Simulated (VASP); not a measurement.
Set up this calculation in VASP 6.6.1, as the native input.

| Item | Value |
| --- | --- |
| Task | single point |
| Functional | PBE |
| Potentials or basis | VASP PAW PBE potentials, release 64 (Be, Cd, F) |
| Cutoff | 520 eV |
| k mesh | 6 × 6 × 2 |
| Occupations | gaussian, width 0.1 eV |
| Spin | no spin polarisation |
| Dipole correction | no |
| Further INCAR settings | ALGO = Normal; EDIFF = 1e-06; NBANDS = 30 |

The structure of BeCdF4 lies in POSCAR:

```
BeCdF4
1.0
    3.0459997400      0.0000000000      0.0000000000
    0.0000000000      3.0459997400      0.0000000000
    0.0000000000      0.0000000000      8.3770579700
Be Cd F
1 1 4
Direct
    0.5000000000      0.5000000000      0.5000000000
    0.5000000000      0.5000000000      0.0000000000
    0.0000000000      0.0000000000      0.0000000000
    0.0000000000      0.0000000000      0.7052116400
    0.0000000000      0.0000000000      0.2947883600
    0.0000000000      0.0000000000      0.5000000000
```

One way to write it, as run:

INCAR

```
SYSTEM = BeCdF4
PREC = Accurate ; ENCUT = 520
EDIFF = 1E-6 ; ISMEAR = 0
SIGMA = 0.1 ; LREAL = .False.
LASPH = .True. ; NELM = 80
ALGO = Normal ; ISIF = 2
LWAVE = .False. ; LCHARG = .False.
GGA = PE ; NBANDS = 30
```

KPOINTS

```
regular mesh
0
Gamma
  6 6 2
  0 0 0
```

Potentials or basis: VASP PAW PBE potentials, release 64 (Be, Cd, F).

Launch:

```bash
$ cat potpaw_PBE.64/Be/POTCAR potpaw_PBE.64/Cd/POTCAR potpaw_PBE.64/F/POTCAR > POTCAR
$ mpirun -np 1 vasp_std > vasp.out
```

It gave:

* Pressure: 16.6 GPa
* Largest force: 6.067 eV/Å
* Band gap on the k mesh: zero (band 21 reaches 2.21 eV, above the bottom of band 22 at 0.62 eV)

Caveat: the k points lie up to 0.38 Å⁻¹ apart; forces of over 1 eV/Å act on the atoms, so gaps and moduli don't describe the material at rest.

Run time: 23 s on 1 thread of Intel(R) Xeon(R) Platinum 8488C (Sapphire Rapids), on a shared host, peak memory 0.2 GiB.
